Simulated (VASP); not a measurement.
# Li (P6_3/mmc) in VASP: notebook

Aim: see how the results for Li move with the level of theory and the settings. Levels: LDA, PBEsol, PBE. Tasks: single point.

Everything below comes from runs of VASP 6.6.1. Logs are shortened: lines on timing, memory, paths and dates and some standing lists are left out, and cuts for length are marked.

## Step 1: The cell of the first run

Symmetry: P6_3/mmc, No. 194, hexagonal system. Conventional cell: a = 3.111 Å, b = 3.111 Å, c = 5.093 Å, α = 90.00°, β = 90.00°, γ = 120.00°. Within 4.1 Å of Li (site symmetry -6m2) lie 12 Li at 3.11 to 3.12 Å.

## Step 2: Single point, LDA

INCAR

```
SYSTEM = Li
PREC     = Accurate       ! precision mode
ENCUT    = 520            ! plane-wave cutoff, eV
EDIFF    = 1E-7           ! SCF threshold, eV
ISMEAR   = -1             ! smearing method
SIGMA    = 0.08           ! smearing width, eV
LREAL    = .False.        ! projectors in reciprocal space
LASPH    = .True.         ! aspherical terms in the spheres
NELM     = 100            ! most SCF steps
ALGO     = Normal         ! electronic algorithm
ISIF     = 2              ! what is computed and relaxed
LWAVE    = .False.        ! write WAVECAR
LCHARG   = .False.        ! write CHGCAR
GGA      = CA             ! functional
NBANDS   = 10             ! bands
```

KPOINTS

```
Automatic mesh
0
Gamma
  15 15 8
  0 0 0
```

POSCAR

```
Li
1.0
    3.1110021516      0.0000000000      0.0000000000
   -1.5555010758      2.6942068945      0.0000000000
    0.0000000000      0.0000000000      5.0930000000
Li
2
Direct
    0.3333333333      0.6666666667      0.2500000000
    0.6666666667      0.3333333333      0.7500000000
```

Potentials or basis: VASP PAW LDA potentials, release 64 (Li_sv).

Started as:

```
$ cat potpaw_LDA.64/Li_sv/POTCAR > POTCAR
$ mpirun -np 1 vasp_std > vasp.out
```

OUTCAR:

```text
SYSTEM = Li
   PREC = Accurate
   ENCUT = 520
   EDIFF = 1E-7
   ISMEAR = -1
   LREAL = .False.
   LASPH = .True.
   NELM = 100
   ISIF = 2
   GGA = CA

 ion  position               nearest neighbor table
   1  0.333  0.667  0.250-
   2  0.667  0.333  0.750-

  LATTYP: Found a hexagonal cell.
 ALAT       =     3.1110021516
 C/A-ratio  =     1.6370930497

  Lattice vectors:

 A1 = (   3.1110021516,   0.0000000000,   0.0000000000)
 A2 = (  -1.5555010758,   2.6942068945,   0.0000000000)
 A3 = (   0.0000000000,   0.0000000000,   5.0930000000)

Analysis of symmetry for initial positions (statically):
=====================================================================
 Subroutine PRICEL returns:
 Original cell was already a primitive cell.

 Routine SETGRP: Setting up the symmetry group for a
 hexagonal supercell.

 Subroutine GETGRP returns: Found 24 space group operations
 (whereof 12 operations were pure point group operations)
 out of a pool of 24 trial point group operations.

The static configuration has the point symmetry D_3d.
 The point group associated with its full space group is D_6h.

Analysis of symmetry for dynamics (positions and initial velocities):
=====================================================================
 Subroutine PRICEL returns:
 Original cell was already a primitive cell.

 Routine SETGRP: Setting up the symmetry group for a
 hexagonal supercell.

 Subroutine GETGRP returns: Found 24 space group operations
 (whereof 12 operations were pure point group operations)
 out of a pool of 24 trial point group operations.

The dynamic configuration has the point symmetry D_3d.
 The point group associated with its full space group is D_6h.

 Subroutine INISYM returns: Found 24 space group operations
 (whereof 12 operations are pure point group operations),
 and found     1 'primitive' translations

----------------------------------------------------------------------------------------

                                     Primitive cell

  volume of cell :      42.6879

  direct lattice vectors                    reciprocal lattice vectors
     3.111002152  0.000000000  0.000000000     0.321439829  0.185583372  0.000000000
    -1.555501076  2.694206895  0.000000000     0.000000000  0.371166744  0.000000000
     0.000000000  0.000000000  5.093000000     0.000000000  0.000000000  0.196347929

  length of vectors
     3.111002152  3.111002152  5.093000000     0.371166744  0.371166744  0.196347929

  position of ions in fractional coordinates (direct lattice)
     0.333333333  0.666666667  0.250000000
     0.666666667  0.333333333  0.750000000

  ion indices of the primitive-cell ions
   primitive index   ion index
                 1           1
                 2           2

----------------------------------------------------------------------------------------

 KPOINTS: Automatic mesh

Automatic generation of k-mesh.
 Grid dimensions read from file:
 generate k-points for:   15   15    8

 Generating k-lattice:

  Cartesian coordinates                     Fractional coordinates (reciprocal lattice)
     0.021429322  0.012372225  0.000000000     0.066666667  0.000000000  0.000000000
     0.000000000  0.024744450  0.000000000     0.000000000  0.066666667  0.000000000
     0.000000000  0.000000000  0.024543491     0.000000000  0.000000000  0.125000000

  Length of vectors
     0.024744450  0.024744450  0.024543491

  Shift w.r.t. Gamma in fractional coordinates (k-lattice)
     0.000000000  0.000000000  0.000000000

 Subroutine IBZKPT returns following result:
 ===========================================

 Found    135 irreducible k-points:

 Following reciprocal coordinates:
            Coordinates               Weight
  0.000000  0.000000  0.000000      1.000000
  0.066667  0.000000  0.000000      6.000000
  0.133333 -0.000000  0.000000      6.000000
  0.200000 -0.000000  0.000000      6.000000
  0.266667 -0.000000  0.000000      6.000000
  0.333333 -0.000000  0.000000      6.000000
[... 16 lines left out ...]
  0.333333  0.200000  0.000000     12.000000
  0.400000  0.200000  0.000000      6.000000
 [... further k-points ...]
   k-points           NKPTS =    135   k-points in BZ     NKDIM =    135   number of bands    NBANDS=     10
   number of dos      NEDOS =    301   number of ions     NIONS =      2
   total plane-waves  NPLWV =  23040
   dimension x,y,z NGX =    24 NGY =   24 NGZ =   40
   dimension x,y,z NGXF=    48 NGYF=   48 NGZF=   80
   ions per type =               2
   NGX,Y,Z   is equivalent  to a cutoff of  12.83, 12.83, 13.06 a.u.
   NGXF,Y,Z  is equivalent  to a cutoff of  25.65, 25.65, 26.11 a.u.
 SYSTEM =  Li
   PREC   = accura    normal or accurate (medium, high low for compatibility)
   ISTART =      0    job   : 0-new  1-cont  2-samecut
   ICHARG =      2    charge: 1-file 2-atom 10-const
   ISPIN  =      1    spin polarized calculation?
   LNONCOLLINEAR =      F non collinear calculations
   LSORBIT =      F    spin-orbit coupling
   LASPH  =      T    aspherical Exc in radial PAW
   ENCUT  =  520.0 eV  38.22 Ry    6.18 a.u.   5.78  5.78  9.47*2*pi/ulx,y,z
   NELM   =    100;   NELMIN=  2; NELMDL= -5     # of ELM steps
   EDIFF  = 0.1E-06   stopping-criterion for ELM
   LREAL  =      F    real-space projection
   EDIFFG = 0.1E-05   stopping-criterion for IOM
   NSW    =      0    number of steps for IOM
   IBRION =     -1    ionic relax: 0-MD 1-quasi-New 2-CG
   NFREE  =      0    steps in history (QN), initial steepest desc. (CG)
   ISIF   =      2    stress and relaxation
   ISYM   =      2    0-nonsym 1-usesym 2-fastsym
   POTIM  = 0.5000    time-step for ionic-motion
   TEBEG  =    0.0;   TEEND  =   0.0 temperature during run
   PSTRESS=    0.0 pullay stress
   NELECT =       6.0000    total number of electrons
   NUPDOWN=      -1.0000    fix difference up-down
   EMIN   =  10.00;   EMAX   =-10.00  energy-range for DOS
   EFERMI =   0.00;   METHOD = LEGACY
   ISMEAR =    -1;   SIGMA  =   0.08  broadening in eV -4-tet -1-fermi 0-gaus
   EFERMI_NEDOS =   21; number of points for ismear=-14 and -15
   IALGO  =     38    algorithm
   IMIX   =      4    mixing-type and parameters
     AMIX     =   0.40;   BMIX     =  1.00
     AMIX_MAG =   1.60;   BMIX_MAG =  1.00
  volume/ion in A,a.u.               =      21.34       144.04
  Fermi-wavevector in a.u.,A,eV,Ry     =   0.851184  1.608505  9.857621  0.724515
  Thomas-Fermi vector in A             =   1.967278
   LORBIT       =      0    0 simple, 1 ext, 2 COOP (PROOUT), +10 PAW based schemes
   GGA     = CA    functional components
   LHFCALC =     F    Hartree Fock is set to
   AEXX    =    0.0000 exact exchange contribution
   IVDW    =     0    specifies the selected vdW correction
   LEPSILON=     F    determine dielectric tensor
   LRPA    =     F    only Hartree local field effects (RPA)
 non-spin polarized calculation
  energy-cutoff  :      520.00
  volume of cell :       42.69
 maximum number of plane-waves:      1182
 NGX is ok and might be reduce to    24
   NGX = 11   NGY = 11   NGZ = 19

 number of electron       5.9999991 magnetization

 Free energy of the ion-electron system (eV)
  ---------------------------------------------------
  ext. energy  EPLUGINS =         0.00000000
  ---------------------------------------------------
  free energy    TOTEN  =        -4.07977356 eV

  energy without entropy =       -4.05791328  energy(sigma->0) =       -4.06884342

 E-fermi :   0.4654     XC(G=0):  -7.0150

 val. band max:        0.4594589681   @ k =   0.4667   0.0667   0.0000
 cond. band min:       0.4709910956   @ k =   0.4000  -0.0000   0.5000
 fundamental gap:      0.0115321275
 Fermi energy:         0.4654486971

 k-point     1 :       0.0000    0.0000    0.0000
  band No.  band energies     occupation
      1     -45.2625      2.00000
      2     -45.2464      2.00000
      3      -2.9719      2.00000
      4       0.4439      1.13367
      5       3.2341      0.00000
      6      12.3074      0.00000
      7      12.3074      0.00000
      8      13.6700      0.00000
      9      13.6700      0.00000
     10      14.1299      0.00000

 k-point     2 :       0.0667    0.0000    0.0000
  band No.  band energies     occupation
      1     -45.2619      2.00000
      2     -45.2461      2.00000
      3      -2.9037      2.00000
      4       0.5340      0.59605
      5       3.2608      0.00000
      6      11.5984      0.00000
      7      11.8129      0.00000
      8      13.6482      0.00000
      9      13.9504      0.00000
     10      14.0604      0.00000

 k-point     3 :       0.1333   -0.0000    0.0000
  band No.  band energies     occupation
      1     -45.2601      2.00000
      2     -45.2453      2.00000
      3      -2.6986      2.00000
      4       0.8039      0.02868
      5       3.3346      0.00000
      6      10.1162      0.00000
      7      10.9869      0.00000
      8      13.5280      0.00000
      9      13.7090      0.00000
     10      14.0399      0.00000

 k-point     4 :       0.2000   -0.0000    0.0000
  band No.  band energies     occupation
      1     -45.2574      2.00000
      2     -45.2440      2.00000
      3      -2.3564      2.00000
      4       1.2528      0.00011
      5       3.4317      0.00000
      6       8.5278      0.00000
      7      10.2059      0.00000
      8      12.6946      0.00000
      9      12.7930      0.00000
     10      13.7242      0.00000

 k-point     5 :       0.2667   -0.0000    0.0000
  band No.  band energies     occupation
      1     -45.2542      2.00000
      2     -45.2428      2.00000
      3      -1.8778      2.00000
      4       1.8789      0.00000
      5       3.4644      0.00000
      6       7.1486      0.00000
      7       9.5504      0.00000
      8      11.1092      0.00000
      9      11.3782      0.00000
     10      13.2834      0.00000

 k-point     6 :       0.3333   -0.0000    0.0000
  band No.  band energies     occupation
      1     -45.2509      2.00000
      2     -45.2417      2.00000
      3      -1.2667      2.00000
      4       2.6777      0.00000
      5       3.2077      0.00000
      6       6.2868      0.00000
      7       9.0471      0.00000
      8       9.4108      0.00000
      9      10.0478      0.00000
     10      12.8866      0.00000
[... 183 lines left out ...]
 k-point    21 :       0.2000    0.2000    0.0000
  band No.  band energies     occupation
      1     -45.2501      2.00000
      2     -45.2415      2.00000
      3      -1.1184      2.00000
      4       2.8566      0.00000
      5       3.6336      0.00000
      6       5.6960      0.00000
      7       7.4016      0.00000
      8      10.1806      0.00000
      9      11.3224      0.00000
     10      11.7329      0.00000

 k-point    22 :       0.2667    0.2000    0.0000
  band No.  band energies     occupation
      1     -45.2474      2.00000
      2     -45.2411      2.00000
      3      -0.4330      1.99997
      4       3.4050      0.00000
      5       3.7330      0.00000
      6       4.8040      0.00000
      7       6.8828      0.00000
      8       8.9233      0.00000
      9      10.6789      0.00000
     10      11.0930      0.00000

 k-point    23 :       0.3333    0.2000    0.0000
  band No.  band energies     occupation
      1     -45.2453      2.00000
      2     -45.2410      2.00000
      3       0.3612      1.57272
      4       2.5801      0.00000
      5       4.5989      0.00000
      6       4.7467      0.00000
      7       6.5531      0.00000
      8       7.5501      0.00000
      9      10.2063      0.00000
     10      10.6766      0.00000

 k-point    24 :       0.4000    0.2000    0.0000
  band No.  band energies     occupation
      1     -45.2444      2.00000
      2     -45.2412      2.00000
      3       0.9669      0.00378
      4       1.8980      0.00000
      5       4.6104      0.00000
      6       5.5417      0.00000
      7       6.4314      0.00000
      8       6.6187      0.00000
      9      10.0377      0.00000
     10      10.5528      0.00000

 [... further k-points ...]
[... 5 lines left out ...]
  --------------------------------------------------------------------------------------
  -------------------------------------------------------------------------------------
  Total       -0.4094560     -0.4094560     -0.4107440      0.0000000      0.0000000      0.0000000
  in kB      -15.3678408    -15.3678408    -15.4161839      0.0000000      0.0000000      0.0000000
  external PRESSURE =     -15.3839552 kB  Pullay stress =       0.0000000 kB

 VOLUME and BASIS-vectors are now :
 -----------------------------------------------------------------------------
  energy-cutoff  :      520.00
  volume of cell :       42.69
      direct lattice vectors                 reciprocal lattice vectors
     3.111002152  0.000000000  0.000000000     0.321439829  0.185583372  0.000000000
    -1.555501076  2.694206895  0.000000000     0.000000000  0.371166744  0.000000000
     0.000000000  0.000000000  5.093000000     0.000000000  0.000000000  0.196347929

 POSITION                                       TOTAL-FORCE (eV/Angst)
 -----------------------------------------------------------------------------------
     -0.00000      1.79614      1.27325        -0.000000     -0.000000      0.000000
      1.55550      0.89807      3.81975         0.000000      0.000000      0.000000
 -----------------------------------------------------------------------------------
    total drift:                               -0.000000      0.000000      0.000000

  FREE ENERGIE OF THE ION-ELECTRON SYSTEM (eV)
  ---------------------------------------------------
  free  energy   TOTEN  =        -4.0797735632 eV

  energy  without entropy=       -4.0579132770  energy(sigma->0) =       -4.06884342
```

Run time: 12 s. Hardware: 1 thread of Intel Xeon 6975P-C (Granite Rapids), shared host; peak memory 0.16 GiB.

Results:

```
Free energy            : -4.0798 eV
Band gap on the k mesh : zero (band 3 reaches 2.54 eV, above the bottom of band 4 at -1.90 eV)
```

Levels at points of the mesh, in eV from the Fermi level:
| k point | band 1 | band 2 | band 3 | band 4 | band 5 | band 6 | band 7 |
| --- | --- | --- | --- | --- | --- | --- | --- |
| (0.00, 0.00, 0.00) | -45.73 | -45.71 | -3.44 | -0.02 | 2.77 | 11.84 | 11.84 |
| (0.00, 0.00, 0.50) | -45.72 | -45.72 | -2.37 | -2.37 | 7.61 | 7.61 | 12.69 |

Caveat: the cutoff is under 1.25 times the usual one of these potentials, so pressure, stress and relaxed cells hold a basis-set (Pulay) error.

[end of part 1 of 2]
